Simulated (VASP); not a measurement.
Runs of VASP 6.6.1 on BaTe. The structure is that of space group I-4m2 (No. 119), or close to it. The cells are those of the table. The cell was built from a structure type or drawn by symmetry, and may not be a known phase.

```tsv
task	cell	k mesh	cutoff (eV)	smearing	gap on the mesh (eV)	pressure (GPa)	relaxed volume (Å³/atom)
single point	a = 5.113 Å, angles 104.4, 104.4, 120.1°, 2 atoms	10 × 10 × 10	520	gaussian 0.01 eV	1.85	0.3	-
single point	a = 5.113 Å, angles 104.4, 104.4, 120.1°, 2 atoms	8 × 8 × 8	520	gaussian 0.02 eV	1.86	0.3	-
relaxation of cell and atoms	relaxed from a = 5.113 Å, angles 104.4, 104.4, 120.1°, 2 atoms	8 × 8 × 8	600	gaussian 0.02 eV	1.85	0.0	50.74
relaxation of cell and atoms	relaxed from a = 5.248 Å, angles 97.5, 97.5, 137.8°, 2 atoms	10 × 10 × 10	600	gaussian 0.01 eV	(a)	0.0	51.02
```

Alike in all rows: level PBE; potentials or basis VASP PAW PBE potentials, release 64 (Ba_sv, Te); no spin polarisation.

Problem. Estimate the missing entries.

Solution. (a) 1.87.

Caveats: spin-orbit coupling is left out, which moves the levels of the heavy elements.

A k mesh can miss the band edges, and the runs leave out spin-orbit coupling on Ba, Te.
